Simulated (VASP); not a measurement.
Crystal: HfO3.

```
Hf O
1.0
     3.10690    0.00000    0.00000
     0.00000    3.10690    0.00000
     0.00000    0.00000    4.17099
Hf O
1 3
Direct
  0.00000 0.00000 0.00000
  0.50000 0.50000 0.77252
  0.00000 0.00000 0.50000
  0.50000 0.50000 0.22748
```

The cell was built from a structure type or drawn by symmetry, and may not be a known phase.

```yaml
Program: VASP 6.6.1
Task: relaxation of cell and atoms
Functional: PBE
Potentials_or_basis: VASP PAW PBE potentials, release 64 (Hf_pv, O)
Cutoff: 600 eV
k_mesh: 6 × 6 × 4
Occupations: gaussian, width 0.1 eV
Spin: no spin polarisation
```

At the start: pressure -2.6 GPa; volume 10.07 Å³/atom.

Task: Where does the relaxation end?

Result: Over 12 steps the energy falls by 111.7 meV/atom and the volume is 10.74 Å³/atom (+6.7 %); space group P4/mmm (No. 123, to 0.1 Å) before and after.

Step by step:
```csv
step,energy change (eV),largest force (eV/Å),pressure (GPa),volume (Å³)
1,0.0000,1.2957,-2.63,40.26
2,-0.1094,0.9388,12.17,39.26
3,-0.1206,0.5386,8.16,39.50
4,-0.3324,1.6169,0.54,41.76
5,-0.4307,0.0802,-4.08,44.18
6,-0.4361,0.5085,-3.26,43.59
7,-0.4368,0.3796,-3.47,43.72
8,-0.2174,3.8395,5.49,43.71
9,-0.4405,0.0223,-2.59,43.72
10,-0.4449,0.0809,1.25,42.70
11,-0.4461,0.0618,-0.03,43.03
12,-0.4468,0.0068,0.02,42.95
```

Final structure:
```cif
data_structure
_symmetry_space_group_name_H-M 'P 1'
_symmetry_Int_Tables_number 1
_cell_length_a 3.2553
_cell_length_b 3.2553
_cell_length_c 4.0535
_cell_angle_alpha 90.000
_cell_angle_beta 90.000
_cell_angle_gamma 90.000
_cell_volume 42.95
loop_
_atom_site_label
_atom_site_type_symbol
_atom_site_fract_x
_atom_site_fract_y
_atom_site_fract_z
_atom_site_occupancy
Hf1 Hf 0.00000 0.00000 0.00000 1
O1 O 0.50000 0.50000 0.81214 1
O2 O 0.00000 0.00000 0.50000 1
O3 O 0.50000 0.50000 0.18786 1
```

Caveat: the k points lie up to 0.39 Å⁻¹ apart in the final cell, too coarse for converged energies and pressures of a metal.
